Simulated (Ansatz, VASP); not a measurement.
# One calculation of SiC, two programs

INCAR

```
PREC = Accurate
ENCUT = 520
EDIFF = 1E-6
ISMEAR = 0
SIGMA = 0.02
LREAL = False
LASPH = True
NELM = 100
ALGO = Normal
ISIF = 2
LWAVE = False
LCHARG = False
GGA = PE
NBANDS = 16
```

The input KPOINTS:

```
regular mesh
0
Gamma
  12 12 6
```

Contents of POSCAR:

```
SiC
1.0
    3.0919365152      0.0000000000      0.0000000000
   -1.5459682576      2.6776955690      0.0000000000
    0.0000000000      0.0000000000      5.0742922926
Si C
2 2
Direct
    0.3333333333      0.6666666667      0.4995817073
    0.6666666667      0.3333333333      0.9995817073
    0.3333333333      0.6666666667      0.8754182927
    0.6666666667      0.3333333333      0.3754182927
```

Input for Ansatz:

```yaml
crystal:
  lattice:
    - [3.0919365174, 0.0, 0.0]
    - [-1.5459682587, 2.6776955709, 0.0]
    - [0.0, 0.0, 5.0742922898]
  atoms:
    - { symbol: Si, position: [0.3333333333, 0.6666666667, 0.4995817067] }
    - { symbol: Si, position: [0.6666666667, 0.3333333333, 0.9995817067] }
    - { symbol: C, position: [0.3333333333, 0.6666666667, 0.8754182933] }
    - { symbol: C, position: [0.6666666667, 0.3333333333, 0.3754182933] }
basis:
  ecutwfc: 420
kpoints:
  mp_grid: { grid: [12, 12, 6] }
hamiltonian:
  xc: pbe
scf:
  occupations: { method: gaussian, width: 0.02 }
output:
  forces: true
  stress: true
  eigenvalues: true
```

Alike in both runs: task single point; functional PBE; k mesh 12 × 12 × 6; occupations gaussian, width 0.02 eV; no spin polarisation.

```csv
,VASP,Ansatz
version,VASP 6.6.1,Ansatz 0.2.0
potentials or method,"VASP PAW PBE potentials, release 64 (Si, C), cutoff 520 eV","scalar-relativistic, plane waves, PAW"
valence electrons in the cell,16,16
```

Ansatz gave:

```
gap on the k mesh at the Fermi level (eV) : 2.31
least direct gap on the mesh (eV)         : 3.94
pressure (GPa)                            : 0.0
```

**Question.** Which values does VASP return?

**Answer.** gap on the k mesh at the Fermi level (eV): 2.30; least direct gap on the mesh (eV): 3.94; pressure (GPa): 0.0.
